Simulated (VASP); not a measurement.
Runs of VASP 6.6.1 on SiO2 (Stishovite). The structure is that of space group P4_2/mnm (No. 136), or close to it. The cells are those of the table. 

```csv
cell,gap on the mesh (eV),pressure (GPa),largest force (eV/Å)
"a = 4.232, b = 4.232, c = 2.700 Å, 6 atoms",4.93,-1.2,0.16
"a = 4.149, b = 4.149, c = 2.647 Å, 6 atoms",(c),18.7,0.24
"a = 4.092, b = 4.092, c = 2.611 Å, 6 atoms",6.78,35.7,(a)
"a = 4.177, b = 4.177, c = 2.665 Å, 6 atoms",5.62,11.4,0.10
"a = 4.205, b = 4.205, c = 2.683 Å, 6 atoms",5.27,4.8,0.03
"a = 4.121, b = 4.121, c = 2.629 Å, 6 atoms",(b),26.8,0.39
"a = 4.259, b = 4.259, c = 2.717 Å, 6 atoms",4.61,-6.6,0.27
```

Alike in all rows: task single point; level PBE; potentials or basis VASP PAW PBE potentials, release 64 (Si, O); no spin polarisation; k mesh 6 × 6 × 8; cutoff (eV) 520; smearing fermi-dirac 0.05 eV.

Question: Fill in the values left out.

Answer: (a) 0.56; (b) 6.38; (c) 5.99.

A k mesh can miss the band edges.
